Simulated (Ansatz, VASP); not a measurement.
# KC in VASP and in Ansatz

```
K C
1.0
     3.78682   -3.01963    0.00000
     3.78682    3.01963    0.00000
     0.00000    0.00000    3.78611
K C
2 2
Direct
  0.29158 0.29158 0.00000
  0.70842 0.70842 0.00000
  0.89511 0.10489 0.50000
  0.10489 0.89511 0.50000
```

Change from the starting cell: species swapped into the VIr type (Cmmm, No. 65).

Alike in both runs: functional PBE; k mesh 4 × 4 × 6; occupations gaussian, width 0.2 eV; no spin polarisation.

Ansatz relaxed the structure, and its values are those at the end. VASP's run is a single point on that final structure, the one shown.

|  | VASP | Ansatz |
| --- | --- | --- |
| version | VASP 6.6.1 | Ansatz 0.2.0 |
| potentials or method | VASP PAW PBE potentials, release 64 (K_sv, C), cutoff 520 eV | scalar-relativistic, plane waves, PAW |
| valence electrons in the cell | 26 | 26 |

Ansatz gave:

* gap on the k mesh at the Fermi level (eV): 3.19
* least direct gap on the mesh (eV): 3.43
* pressure (GPa): 0.5
* rms of the force components (eV/Å): 0.024

Which values does VASP return?

gap on the k mesh at the Fermi level (eV): 3.19; least direct gap on the mesh (eV): 3.43; pressure (GPa): 0.7; rms of the force components (eV/Å): 0.059.
